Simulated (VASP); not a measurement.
# Pt (P6_3/mmc) in VASP: a series of runs, part 2 of 2

VASP 6.6.1. The steps go on from the part before.

## Step 5: Relaxation of cell and atoms, r2SCAN

This run uses another cell than the first one, of 15.81 Å³/atom.

POSCAR reads:

```
Pt
1.0
    2.7606660000      0.0000000000      0.0000000000
   -1.3803330000      2.3908068874      0.0000000000
    0.0000000000      0.0000000000      4.7921340000
Pt
2
Direct
    0.6666666667      0.3333333333      0.7500000000
    0.3333333333      0.6666666667      0.2500000000
```

INCAR.step1 reads:

```
PREC = Accurate ; ENCUT = 600
ISMEAR = -1 ; SIGMA = 0.1
LREAL = F ; LASPH = T
NELM = 80 ; GGA = PE
ALGO = Normal ; EDIFF = 1E-4
LWAVE = T ; LCHARG = F
```

INCAR.step2 reads:

```
PREC = Accurate ; ENCUT = 600
EDIFF = 1E-7 ; ISMEAR = -1
SIGMA = 0.1 ; LREAL = F
LASPH = T ; NELM = 80
ALGO = Normal ; ISIF = 3
LWAVE = F ; LCHARG = F
METAGGA = R2SCAN ; LMIXTAU = T
IBRION = 2 ; NSW = 80
EDIFFG = -0.01 ; ISTART = 1
```

KPOINTS reads:

```
Automatic mesh
0
Gamma
  12 12 6
```

Potentials or basis: VASP PAW PBE potentials, release 64 (Pt).

Launch:

```sh
$ cat potpaw_PBE.64/Pt/POTCAR > POTCAR
$ cp INCAR.step1 INCAR
$ mpirun -np 1 vasp_std > vasp.out
$ cp INCAR.step2 INCAR
$ mpirun -np 1 vasp_std > vasp.out
```

OUTCAR:

```text
PREC = Accurate
   ENCUT = 600
   EDIFF = 1E-7
   ISMEAR = -1
   LREAL = F
   LASPH = T
   NELM = 80
   ISIF = 3
   METAGGA = R2SCAN
   IBRION = 2
   NSW = 80
   EDIFFG = -0.01
   ISTART = 1

 ion  position               nearest neighbor table
   1  0.667  0.333  0.750-   2 2.88   2 2.88   2 2.88   2 2.88   2 2.88   2 2.88
   2  0.333  0.667  0.250-   1 2.88   1 2.88   1 2.88   1 2.88   1 2.88   1 2.88

  LATTYP: Found a hexagonal cell.
 ALAT       =     2.7606660000
 C/A-ratio  =     1.7358615638

  Lattice vectors:

 A1 = (   2.7606660000,   0.0000000000,   0.0000000000)
 A2 = (  -1.3803330000,   2.3908068874,   0.0000000000)
 A3 = (   0.0000000000,   0.0000000000,   4.7921340000)

Analysis of symmetry for initial positions (statically):
=====================================================================
 Subroutine PRICEL returns:
 Original cell was already a primitive cell.

 Routine SETGRP: Setting up the symmetry group for a
 hexagonal supercell.

 Subroutine GETGRP returns: Found 24 space group operations
 (whereof 12 operations were pure point group operations)
 out of a pool of 24 trial point group operations.

The static configuration has the point symmetry D_3d.
 The point group associated with its full space group is D_6h.

Analysis of symmetry for dynamics (positions and initial velocities):
[... 308 lines left out ...]
  ---------------------------------------------------
  ext. energy  EPLUGINS =         0.00000000
  ---------------------------------------------------
  free energy    TOTEN  =      -102.92958497 eV

  energy without entropy =     -102.81884115  energy(sigma->0) =     -102.87421306

 E-fermi :  10.5070     XC(G=0): -14.4462

 val. band max:       10.5065389252   @ k =   0.2500   0.2500   0.0000
 cond. band min:      10.5081768394   @ k =   0.2500   0.1667   0.5000
 fundamental gap:      0.0016379142
 Fermi energy:        10.5070346088

 k-point     1 :       0.0000    0.0000    0.0000
  band No.  band energies     occupation
      1       0.3317      2.00000
      2       3.0204      2.00000
      3       6.3251      2.00000
      4       6.8567      2.00000
      5       6.8567      2.00000
      6       7.2457      2.00000
      7       7.2457      2.00000
      8       8.5201      2.00000
      9       8.5201      2.00000
     10       9.8883      1.99590
     11      10.2204      1.89235
     12      10.2204      1.89235
     13      15.6004      0.00000
     14      26.5442      0.00000
[... 377 lines left out ...]
      1       3.3210      2.00000
      2       4.1684      2.00000
      3       5.1964      2.00000
      4       5.9404      2.00000
      5       7.0574      2.00000
      6       7.5482      2.00000
      7       7.8029      2.00000
      8       9.3447      1.99998
      9       9.6036      1.99976
     10       9.6962      1.99940
     11      10.3642      1.61335
     12      14.2703      0.00000
     13      18.7966      0.00000
     14      20.9442      0.00000

 [... further k-points ...]

------------------------ aborting loop because EDIFF is reached ----------------------------------------

  FORCE on cell =-STRESS in cart. coord.  units (eV):
  Direction    XX          YY          ZZ          XY          YZ          ZX
  --------------------------------------------------------------------------------------
  -------------------------------------------------------------------------------------
  Total        0.0096479      0.0096479     -0.0147326      0.0000000     -0.0000000      0.0000000
  in kB        0.4996436      0.4996436     -0.7629693      0.0000000     -0.0000000      0.0000000
  external PRESSURE =       0.0787726 kB  Pullay stress =       0.0000000 kB
[... 17 lines left out ...]
  FREE ENERGIE OF THE ION-ELECTRON SYSTEM (eV)
  ---------------------------------------------------
  free  energy   TOTEN  =      -102.9295849746 eV

  energy  without entropy=     -102.8188411466  energy(sigma->0) =     -102.87421306

 reached required accuracy - stopping structural energy minimisation
```

It took 4.4 min on 1 thread of Intel Xeon 6975P-C (Granite Rapids), shared host; peak memory 0.21 GiB.

Results:

```yaml
Free_energy: -102.9296 eV
Relaxed_volume: 15.47 Å³/atom
Relaxed_cell: a = 2.742 Å, b = 2.742 Å, c = 4.752 Å, α = 90.00°, β = 90.00°, γ = 120.00°
Space_group_after_relaxing_to_0.1_Å: P6_3/mmc (No. 194)
Energy_gained_by_relaxing: 6.1 meV/atom
Ionic_steps: 5
Pressure_after_relaxing: 0.0 GPa
Band_gap_on_the_k_mesh: zero (bands 10 and 11 overlap by 1.43 eV)
```

Stress tensor (GPa, compression positive):
```
 0.05  0.00  0.00
 0.00  0.05  0.00
 0.00  0.00 -0.08
```

Step by step:
| step | energy change (eV) | largest force (eV/Å) | pressure (GPa) | volume (Å³) |
| --- | --- | --- | --- | --- |
| 1 | 0.0000 | 0.0000 | -5.50 | 31.63 |
| 2 | 0.0796 | 0.0000 | 18.00 | 29.21 |
| 3 | -0.0121 | 0.0000 | -0.11 | 30.96 |
| 4 | -0.0121 | 0.0000 | 0.00 | 30.94 |
| 5 | -0.0122 | 0.0000 | 0.01 | 30.94 |

Final structure:
```
Pt
1.0
     2.74187    0.00000    0.00000
    -1.37094    2.37453    0.00000
     0.00000    0.00000    4.75180
Pt
2
Direct
  0.66667 0.33333 0.75000
  0.33333 0.66667 0.25000
```

Levels at points of the mesh, in eV from the Fermi level:
| k point | band 6 | band 7 | band 8 | band 9 | band 10 | band 11 | band 12 | band 13 | band 14 |
| --- | --- | --- | --- | --- | --- | --- | --- | --- | --- |
| (0.00, 0.00, 0.00) | -3.26 | -3.26 | -1.99 | -1.99 | -0.62 | -0.29 | -0.29 | 5.09 | 16.04 |
| (0.50, 0.00, 0.00) | -3.10 | -2.68 | -0.05 | 0.32 | 0.53 | 2.48 | 4.04 | 7.80 | 9.41 |
| (0.00, 0.00, 0.50) | -3.65 | -3.65 | -3.65 | -0.90 | -0.90 | -0.90 | -0.90 | 12.75 | 12.75 |
| (0.50, 0.00, 0.50) | -1.98 | -0.87 | -0.87 | 0.44 | 0.44 | 1.86 | 1.86 | 6.98 | 6.98 |

Caveat: the PAW data sets were made with another functional, which shifts forces and pressure a little; spin-orbit coupling is left out, which moves the levels of the heavy elements.

## Step 6: Summary

```csv
task,level,potentials or basis,cell,cutoff (eV),gap on the mesh (eV),pressure (GPa),relaxed volume (Å³/atom)
single point,r2SCAN,"VASP PAW PBE potentials, release 64 (Pt)","a = 2.739, b = 2.739, c = 4.749 Å, angles 90.0, 90.0, 120.0°, 2 atoms",520,none,0.7,-
relaxation of cell and atoms,LDA,"VASP PAW LDA potentials, release 64 (Pt)","relaxed from a = 2.761, b = 2.761, c = 4.792 Å, angles 90.0, 90.0, 120.0°, 2 atoms",600,none,0.0,14.92
relaxation of cell and atoms,r2SCAN+D4,"VASP PAW PBE potentials, release 64 (Pt)","relaxed from a = 2.761, b = 2.761, c = 4.792 Å, angles 90.0, 90.0, 120.0°, 2 atoms",600,none,0.0,15.34
relaxation of cell and atoms,r2SCAN,"VASP PAW PBE potentials, release 64 (Pt)","relaxed from a = 2.761, b = 2.761, c = 4.792 Å, angles 90.0, 90.0, 120.0°, 2 atoms",600,none,0.0,15.47
```

Alike in all rows: no spin polarisation; k mesh 12 × 12 × 6; smearing fermi-dirac 0.1 eV.

Caveats: spin-orbit coupling is left out, which moves the levels of the heavy elements; the PAW data sets were made with another functional, which shifts forces and pressure a little (at least some runs).

Total energies depend on the potentials used, so only differences within one code and one set of settings carry meaning.
